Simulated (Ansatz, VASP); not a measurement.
# GdN in VASP and in Ansatz

File INCAR:

```
SYSTEM = GdN
  PREC = Accurate
  ENCUT = 520
  EDIFF = 1E-6
  ISMEAR = 0
  SIGMA = 0.05
  LREAL = .FALSE.
  LASPH = .TRUE.
  NELM = 150
  ALGO = Normal
  ISIF = 2
  LWAVE = .FALSE.
  LCHARG = .TRUE.
  ISPIN = 2
  MAGMOM = 7.64 -0.16
  LORBIT = 11
  LMAXMIX = 6
  LDAU = .TRUE.
  LDAUTYPE = 2
  LDAUL = 3 -1
  LDAUU = 6 0
  LDAUJ = 0 0
  LDAUPRINT = 1
  GGA = PE
  LELF = .TRUE.
  LVHAR = .TRUE.
  NBANDS = 22
```

The input KPOINTS:

```
regular mesh
0
G
  10 10 10
  0 0 0
```

File POSCAR:

```
GdN
1.0
    0.0000000000      2.5175779858      2.5175779858
    2.5175779858      0.0000000000      2.5175779858
    2.5175779858      2.5175779858      0.0000000000
Gd N
1 1
Direct
    0.0000000000      0.0000000000      0.0000000000
    0.5000000000      0.5000000000      0.5000000000
```

Input for Ansatz:

```yaml
crystal:
  lattice:
    - [0.0, 2.5175779858, 2.5175779858]
    - [2.5175779858, 0.0, 2.5175779858]
    - [2.5175779858, 2.5175779858, 0.0]
  atoms:
    - { symbol: Gd, position: [0.0, 0.0, 0.0], spin: 7.63 }
    - { symbol: "N", position: [0.5, 0.5, 0.5] }
basis:
  ecutwfc: 420
  ecutrho_ratio: 4
kpoints:
  mp_grid: { grid: [10, 10, 10] }
hamiltonian:
  xc: pbe
  hubbard:
    sites:
      - { species: Gd, l: f, u_eff: 6.0, starting_ns: start.occupation_matrices }
    ns_hold: { iters: 6 }
scf:
  occupations: { method: gaussian, width: 0.05 }
  lower_state_search: "off"
output:
  forces: true
  stress: true
  eigenvalues: true
  populations: true
  hubbard: { sites: [{ species: Gd, l: f }] }
magnetization:
  spin_polarized: true
```

Alike in both runs: task single point; functional PBE; k mesh 10 × 10 × 10; occupations gaussian, width 0.05 eV; collinear spin; Hubbard terms Gd f U = 6.0 eV.

|  | VASP | Ansatz |
| --- | --- | --- |
| version | VASP 6.6.1 | Ansatz 0.2.0 |
| potentials or method | VASP PAW PBE potentials, release 64 (Gd, N), cutoff 520 eV | scalar-relativistic, plane waves, PAW |
| valence electrons in the cell | 23 | 23 |

Ansatz gave:

```
gap on the k mesh at the Fermi level (eV)                     : none
pressure (GPa)                                                : -2.8
net moment per atom (μB)                                      : 3.50
size of the moment on the site where the two differ most (μB) : 6.94
```

Question: Which values does VASP return?

Answer: gap on the k mesh at the Fermi level (eV): none; pressure (GPa): -2.4; net moment per atom (μB): 3.50; size of the moment on the site where the two differ most (μB): 6.87.

Site moments also hang on the region over which each program counts them. The programs project onto different local orbitals, so the same U acts differently, and such runs can settle in different states. A gap of «none» marks a metal or a gap that the smearing closes. Ansatz's warnings: filled band counts differ across k points.

Spin-orbit coupling is off throughout.
